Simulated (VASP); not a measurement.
# C (P3_2) in VASP: a series of runs

Runs on C. Level: PBE. Tasks: single point, relaxation of cell and atoms.

Everything below comes from runs of VASP 6.6.1. Logs are shortened: lines on timing, memory, paths and dates and some standing lists are left out, and cuts for length are marked.

**1. The cell of the first run**

It takes space group P3_2 (No. 145, trigonal). The conventional cell has a = 3.691 Å, b = 3.691 Å, c = 2.530 Å, α = 90.00°, β = 90.00°, γ = 120.00°. Within 2.3 Å of C (site symmetry 1) lie 11 C at 1.56 to 2.25 Å. Within 2.3 Å of C (site symmetry 1) lie 11 C at 1.56 to 2.25 Å.

The cell was generated, and may not be a known phase.

**2. Single point, PBE**

INCAR reads:

```
PREC = Accurate
ENCUT = 520
EDIFF = 1E-6
ISMEAR = 0
SIGMA = 0.1
LREAL = F
LASPH = T
NELM = 60
ALGO = Normal
ISIF = 2
LWAVE = F
LCHARG = F
GGA = PE
NBANDS = 21
```

KPOINTS reads:

```
Automatic mesh
0
Gamma
  6 6 6
```

POSCAR reads:

```
C
1.0
    3.6913580700      0.0000000000      0.0000000000
   -1.8456790300      3.1968098600      0.0000000000
    0.0000000000      0.0000000000      2.5298995300
C
6
Direct
    0.9338739600      0.1671370100      0.4845499300
    0.8328629900      0.7667369600      0.1512165900
    0.2332630400      0.0661260400      0.8178832600
    0.6045542400      0.5015869500      0.6536790200
    0.4984130500      0.1029672900      0.3203456800
    0.8970327100      0.3954457600      0.9870123500
```

Potentials or basis: VASP PAW PBE potentials, release 64 (C).

Run with:

```sh
$ cat potpaw_PBE.64/C/POTCAR > POTCAR
$ mpirun -np 1 vasp_std > vasp.out
```

OUTCAR:

```text
PREC = Accurate
   ENCUT = 520
   EDIFF = 1E-6
   ISMEAR = 0
   LREAL = F
   LASPH = T
   NELM = 60
   ISIF = 2
   GGA = PE

 ion  position               nearest neighbor table
   1  0.934  0.167  0.485-   6 1.56   5 1.56   6 1.57   3 1.58   2 1.58
   2  0.833  0.767  0.151-   4 1.56   6 1.56   4 1.57   3 1.58   1 1.58
   3  0.233  0.066  0.818-   5 1.56   4 1.56   5 1.57   1 1.58   2 1.58
   4  0.605  0.502  0.654-   2 1.56   3 1.56   6 1.57   5 1.57   2 1.57
   5  0.498  0.103  0.320-   3 1.56   1 1.56   6 1.57   4 1.57   3 1.57
   6  0.897  0.395  0.987-   1 1.56   2 1.56   4 1.57   5 1.57   1 1.57

  LATTYP: Found a hexagonal cell.
 ALAT       =     3.6913580700
 C/A-ratio  =     0.6853573893

  Lattice vectors:

 A1 = (   3.6913580700,   0.0000000000,   0.0000000000)
 A2 = (  -1.8456790300,   3.1968098600,   0.0000000000)
 A3 = (   0.0000000000,   0.0000000000,   2.5298995300)

Analysis of symmetry for initial positions (statically):
=====================================================================
 Subroutine PRICEL returns:
 Original cell was already a primitive cell.

 Routine SETGRP: Setting up the symmetry group for a
 hexagonal supercell.

 Subroutine GETGRP returns: Found  3 space group operations
 (whereof  1 operations were pure point group operations)
 out of a pool of 24 trial point group operations.

The static configuration has the point symmetry C_1 .
 The point group associated with its full space group is C_3 .

Analysis of symmetry for dynamics (positions and initial velocities):
=====================================================================
 Subroutine PRICEL returns:
 Original cell was already a primitive cell.

 Routine SETGRP: Setting up the symmetry group for a
 hexagonal supercell.

 Subroutine GETGRP returns: Found  3 space group operations
 (whereof  1 operations were pure point group operations)
 out of a pool of 24 trial point group operations.

The dynamic configuration has the point symmetry C_1 .
 The point group associated with its full space group is C_3 .

 Subroutine INISYM returns: Found  3 space group operations
 (whereof  1 operations are pure point group operations),
 and found     1 'primitive' translations

----------------------------------------------------------------------------------------

                                     Primitive cell

  volume of cell :      29.8543

  direct lattice vectors                    reciprocal lattice vectors
     3.691358070  0.000000000  0.000000000     0.270903007  0.156405924  0.000000000
    -1.845679030  3.196809860  0.000000000     0.000000000  0.312811848  0.000000000
     0.000000000  0.000000000  2.529899530     0.000000000  0.000000000  0.395272614

  length of vectors
     3.691358070  3.691358065  2.529899530     0.312811848  0.312811848  0.395272614

  position of ions in fractional coordinates (direct lattice)
     0.933873960  0.167137010  0.484549930
     0.832862990  0.766736960  0.151216590
     0.233263040  0.066126040  0.817883260
     0.604554240  0.501586950  0.653679020
     0.498413050  0.102967290  0.320345680
     0.897032710  0.395445760  0.987012350

  ion indices of the primitive-cell ions
   primitive index   ion index
                 1           1
                 2           2
                 3           3
                 4           4
                 5           5
                 6           6

----------------------------------------------------------------------------------------

 KPOINTS: Automatic mesh

Automatic generation of k-mesh.
 Grid dimensions read from file:
 generate k-points for:    6    6    6

 Generating k-lattice:

  Cartesian coordinates                     Fractional coordinates (reciprocal lattice)
     0.045150501  0.026067654  0.000000000     0.166666667  0.000000000  0.000000000
     0.000000000  0.052135308  0.000000000     0.000000000  0.166666667  0.000000000
     0.000000000  0.000000000  0.065878769     0.000000000  0.000000000  0.166666667

  Length of vectors
     0.052135308  0.052135308  0.065878769

  Shift w.r.t. Gamma in fractional coordinates (k-lattice)
     0.000000000  0.000000000  0.000000000

 Subroutine IBZKPT returns following result:
 ===========================================

 Found     44 irreducible k-points:

 Following reciprocal coordinates:
            Coordinates               Weight
  0.000000  0.000000  0.000000      1.000000
  0.166667  0.000000  0.000000      6.000000
  0.333333 -0.000000  0.000000      6.000000
  0.500000 -0.000000  0.000000      3.000000
  0.166667  0.166667  0.000000      6.000000
  0.333333  0.166667  0.000000      6.000000
[... 16 lines left out ...]
  0.000000  0.000000  0.333333      2.000000
  0.166667  0.000000  0.333333      6.000000
 [... further k-points ...]
   k-points           NKPTS =     44   k-points in BZ     NKDIM =     44   number of bands    NBANDS=     21
   number of dos      NEDOS =    301   number of ions     NIONS =      6
   total plane-waves  NPLWV =  15680
   dimension x,y,z NGX =    28 NGY =   28 NGZ =   20
   dimension x,y,z NGXF=    56 NGYF=   56 NGZF=   40
   ions per type =               6
   NGX,Y,Z   is equivalent  to a cutoff of  12.61, 12.61, 13.14 a.u.
   NGXF,Y,Z  is equivalent  to a cutoff of  25.22, 25.22, 26.28 a.u.
 SYSTEM =  unknown system
   PREC   = accura    normal or accurate (medium, high low for compatibility)
   ISTART =      0    job   : 0-new  1-cont  2-samecut
   ICHARG =      2    charge: 1-file 2-atom 10-const
   ISPIN  =      1    spin polarized calculation?
   LNONCOLLINEAR =      F non collinear calculations
   LSORBIT =      F    spin-orbit coupling
   LASPH  =      T    aspherical Exc in radial PAW
   ENCUT  =  520.0 eV  38.22 Ry    6.18 a.u.   6.86  6.86  4.70*2*pi/ulx,y,z
   NELM   =     60;   NELMIN=  2; NELMDL= -5     # of ELM steps
   EDIFF  = 0.1E-05   stopping-criterion for ELM
   LREAL  =      F    real-space projection
[... 7 lines left out ...]
   TEBEG  =    0.0;   TEEND  =   0.0 temperature during run
   PSTRESS=    0.0 pullay stress
   NELECT =      24.0000    total number of electrons
   NUPDOWN=      -1.0000    fix difference up-down
   EMIN   =  10.00;   EMAX   =-10.00  energy-range for DOS
   EFERMI =   0.00;   METHOD = LEGACY
   ISMEAR =     0;   SIGMA  =   0.10  broadening in eV -4-tet -1-fermi 0-gaus
   EFERMI_NEDOS =   21; number of points for ismear=-14 and -15
   IALGO  =     38    algorithm
   IMIX   =      4    mixing-type and parameters
     AMIX     =   0.40;   BMIX     =  1.00
     AMIX_MAG =   1.60;   BMIX_MAG =  1.00
  volume/ion in A,a.u.               =       4.98        33.58
  Fermi-wavevector in a.u.,A,eV,Ry     =   1.522217  2.876573 31.526655  2.317144
  Thomas-Fermi vector in A             =   2.630826
   LORBIT       =      0    0 simple, 1 ext, 2 COOP (PROOUT), +10 PAW based schemes
   GGA     = PE    functional components
   LHFCALC =     F    Hartree Fock is set to
   AEXX    =    0.0000 exact exchange contribution
   IVDW    =     0    specifies the selected vdW correction
   LEPSILON=     F    determine dielectric tensor
   LRPA    =     F    only Hartree local field effects (RPA)
 non-spin polarized calculation
 Gauss-broadening in eV      SIGMA  =   0.10
  energy-cutoff  :      520.00
  volume of cell :       29.85
 maximum number of plane-waves:       819
   NGX = 13   NGY = 13   NGZ =  9

 number of electron      24.0000001 magnetization

 Free energy of the ion-electron system (eV)
  ---------------------------------------------------
  ext. energy  EPLUGINS =         0.00000000
  ---------------------------------------------------
  free energy    TOTEN  =       -35.81584051 eV

  energy without entropy =      -35.81214223  energy(sigma->0) =      -35.81399137

 E-fermi :  12.8683     XC(G=0): -14.0642

 val. band max:       12.8651338620   @ k =   0.0000   0.1667   0.1667
 cond. band min:      12.9337838556   @ k =   0.0000   0.1667   0.3333
 fundamental gap:      0.0686499936
 Fermi energy:        12.8682545998

 k-point     1 :       0.0000    0.0000    0.0000
  band No.  band energies     occupation
      1     -13.0173      2.00000
      2      -3.8957      2.00000
      3      -2.9179      2.00000
      4      -2.9179      2.00000
      5       1.4001      2.00000
      6       1.4001      2.00000
[... 13 lines left out ...]
     20      23.8237      0.00000
     21      23.8237      0.00000

 k-point     2 :       0.1667    0.0000    0.0000
  band No.  band energies     occupation
      1     -12.7589      2.00000
      2      -5.8444      2.00000
      3      -3.2535      2.00000
      4      -1.3217      2.00000
      5       1.3238      2.00000
      6       2.0884      2.00000
[... 13 lines left out ...]
     20      23.9396      0.00000
     21      24.1609      0.00000

 k-point     3 :       0.3333   -0.0000    0.0000
  band No.  band energies     occupation
      1     -12.0555      2.00000
      2      -7.9048      2.00000
      3      -3.7615      2.00000
      4      -1.1256      2.00000
      5       2.7368      2.00000
      6       3.3496      2.00000
[... 13 lines left out ...]
     20      24.1179      0.00000
     21      24.6058      0.00000

 k-point     4 :       0.5000   -0.0000    0.0000
  band No.  band energies     occupation
      1     -11.4634      2.00000
      2      -8.9681      2.00000
      3      -3.9681      2.00000
      4      -1.3293      2.00000
      5       3.6878      2.00000
      6       4.0408      2.00000
[... 13 lines left out ...]
     20      23.3639      0.00000
     21      25.2523      0.00000

 k-point     5 :       0.1667    0.1667    0.0000
  band No.  band energies     occupation
      1     -12.2710      2.00000
      2      -7.3416      2.00000
      3      -4.0613      2.00000
      4       0.0122      2.00000
      5       1.2252      2.00000
      6       3.3066      2.00000
[... 13 lines left out ...]
     20      23.9303      0.00000
     21      24.7756      0.00000

 k-point     6 :       0.3333    0.1667    0.0000
  band No.  band energies     occupation
      1     -11.5040      2.00000
      2      -8.7738      2.00000
      3      -4.7606      2.00000
      4       0.2691      2.00000
      5       2.7215      2.00000
      6       4.1356      2.00000
[... 13 lines left out ...]
     20      23.7819      0.00000
     21      24.3792      0.00000

 k-point     7 :      -0.3333    0.5000    0.0000
  band No.  band energies     occupation
      1     -11.5040      2.00000
      2      -8.7738      2.00000
      3      -4.7606      2.00000
      4       0.2674      2.00000
      5       2.7851      2.00000
      6       3.9113      2.00000
[... 13 lines left out ...]
     20      23.5248      0.00000
     21      24.8146      0.00000
[... 291 lines left out ...]
      1     -11.0007      2.00000
      2      -8.2818      2.00000
      3      -4.3853      2.00000
      4       0.1420      2.00000
      5       1.2678      2.00000
      6       2.5288      2.00000
[... 13 lines left out ...]
     20      23.1374      0.00000
     21      24.7619      0.00000

 k-point    21 :       0.3333    0.3333    0.1667
  band No.  band energies     occupation
      1     -10.6076      2.00000
      2      -8.7438      2.00000
      3      -4.8753      2.00000
      4       0.8084      2.00000
      5       1.5851      2.00000
      6       2.9903      2.00000
[... 13 lines left out ...]
     20      23.6386      0.00000
     21      24.3843      0.00000

 k-point    22 :      -0.3333   -0.3333    0.1667
  band No.  band energies     occupation
      1     -10.5939      2.00000
      2      -8.7447      2.00000
      3      -4.9933      2.00000
      4       0.6210      2.00000
      5       2.2489      2.00000
      6       2.7811      2.00000
[... 13 lines left out ...]
     20      22.8294      0.00000
     21      24.8340      0.00000

 k-point    23 :       0.0000    0.0000    0.3333
  band No.  band energies     occupation
      1     -10.9925      2.00000
      2      -5.2124      2.00000
      3      -1.9984      2.00000
      4      -1.6287      2.00000
      5      -0.6676      2.00000
      6       2.6375      2.00000
[... 13 lines left out ...]
     20      25.4643      0.00000
     21      25.8427      0.00000

 k-point    24 :       0.1667    0.0000    0.3333
  band No.  band energies     occupation
      1     -10.7390      2.00000
      2      -5.0802      2.00000
      3      -3.8077      2.00000
      4      -1.3925      2.00000
      5       0.1885      2.00000
      6       1.7020      2.00000
[... 13 lines left out ...]
     20      24.8391      0.00000
     21      25.8509      0.00000

 [... further k-points ...]

------------------------ aborting loop because EDIFF is reached ----------------------------------------

  FORCE on cell =-STRESS in cart. coord.  units (eV):
  Direction    XX          YY          ZZ          XY          YZ          ZX
  --------------------------------------------------------------------------------------
  -------------------------------------------------------------------------------------
  Total       28.7458978     28.7458977      7.1682302     -0.0000009     -0.0000000      0.0000000
  in kB     1542.6954679   1542.6954649    384.6947606     -0.0000473     -0.0000000      0.0000000
  external PRESSURE =    1156.6952311 kB  Pullay stress =       0.0000000 kB

 VOLUME and BASIS-vectors are now :
 -----------------------------------------------------------------------------
  energy-cutoff  :      520.00
  volume of cell :       29.85
      direct lattice vectors                 reciprocal lattice vectors
     3.691358070  0.000000000  0.000000000     0.270903007  0.156405924  0.000000000
    -1.845679030  3.196809860  0.000000000     0.000000000  0.312811848  0.000000000
     0.000000000  0.000000000  2.529899530     0.000000000  0.000000000  0.395272614

 POSITION                                       TOTAL-FORCE (eV/Angst)
 -----------------------------------------------------------------------------------
      3.13878      0.53431      1.22586        -1.649942      2.612251     -0.046280
      1.65925      2.45111      0.38256        -1.437304     -2.735017     -0.046280
      0.73901      0.21139      2.06916         3.087247      0.122767     -0.046280
      1.30586      1.60348      1.65374        -2.283277      0.905751      0.046280
      1.64978      0.32917      0.81044         0.357235     -2.430251      0.046280
      2.58140      1.26416      2.49704         1.926041      1.524500      0.046280
 -----------------------------------------------------------------------------------
    total drift:                                0.000007     -0.000001      0.000045

  FREE ENERGIE OF THE ION-ELECTRON SYSTEM (eV)
  ---------------------------------------------------
  free  energy   TOTEN  =       -35.8158405146 eV

  energy  without entropy=      -35.8121422278  energy(sigma->0) =      -35.81399137
```

Wall time 40 s (1 thread of Intel Xeon 8259CL, shared host); peak memory 0.14 GiB.

What came out:

```yaml
Free_energy: -35.8158 eV
Pressure: 115.7 GPa
Largest_force: 3.090 eV/Å
Band_gap_on_the_k_mesh: zero (bands 12 and 13 overlap by 2.57 eV)
```

Forces on the atoms (eV/Å):
```
C   -1.650  2.612 -0.046
C   -1.437 -2.735 -0.046
C    3.087  0.123 -0.046
C   -2.283  0.906  0.046
C    0.357 -2.430  0.046
C    1.926  1.524  0.046
```

Caveat: the k points lie up to 0.41 Å⁻¹ apart, too coarse for converged energies and pressures of a metal; forces of over 1 eV/Å act on the atoms, so gaps and moduli don't describe the material at rest.

(Continued in part 2 of 2.)

The gap in the log of VASP goes by the Fermi energy; the results here count the filled bands.